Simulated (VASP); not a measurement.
Here is a VASP 6.6.1 calculation.

The input INCAR:

```
SYSTEM = K3I2Br
ALGO = Normal ; EDIFF = 1E-6
EDIFFG = -0.01 ; ENCUT = 520
GGA = CA ; IBRION = 2
ISIF = 2 ; ISMEAR = 0
LASPH = .TRUE. ; LCHARG = .FALSE.
LREAL = .FALSE. ; LWAVE = .FALSE.
NELM = 60 ; NSW = 50
PREC = Accurate ; SIGMA = 0.05
```

Contents of KPOINTS:

```
k-points
0
G
  6 6 2
  0 0 0
```

File POSCAR:

```
K3I2Br
1.0
    4.5933000000      0.0000000000      0.0000000000
   -2.2966500000      3.9779144872      0.0000000000
    0.0000000000      0.0000000000     11.1053000000
K I Br
3 2 1
Direct
    0.0000000000      0.0000000000      0.5000000000
    0.3333333333      0.6666666667      0.1500969033
    0.6666666667      0.3333333333      0.8499030967
    0.3333333333      0.6666666667      0.6750221222
    0.6666666667      0.3333333333      0.3249778778
    0.0000000000      0.0000000000      0.0000000000
```

Potentials or basis: VASP PAW LDA potentials, release 64 (K_sv, I, Br).

The run is started by

```sh
$ cat potpaw_LDA.64/K_sv/POTCAR potpaw_LDA.64/I/POTCAR potpaw_LDA.64/Br/POTCAR > POTCAR
$ mpirun -np 1 vasp_std > vasp.out
```

Question: Predict the band gap on the k mesh.

Answer: 4.02 eV, direct.

Question: Predict the energy gained by relaxing.

Answer: 0.1 meV/atom.

The path:
| step | energy change (eV) | largest force (eV/Å) | pressure (GPa) |
| --- | --- | --- | --- |
| 1 | 0.0000 | 0.0360 | 2.09 |
| 2 | -0.0001 | 0.0297 | 2.09 |
| 3 | -0.0003 | 0.0104 | 2.08 |
| 4 | -0.0003 | 0.0150 | 2.08 |
| 5 | -0.0004 | 0.0121 | 2.08 |
| 6 | -0.0004 | 0.0019 | 2.08 |

Caveat: spin-orbit coupling is left out, which moves the levels of the heavy elements. A hybrid or GW would open this gap; LDA tends to underestimate it.
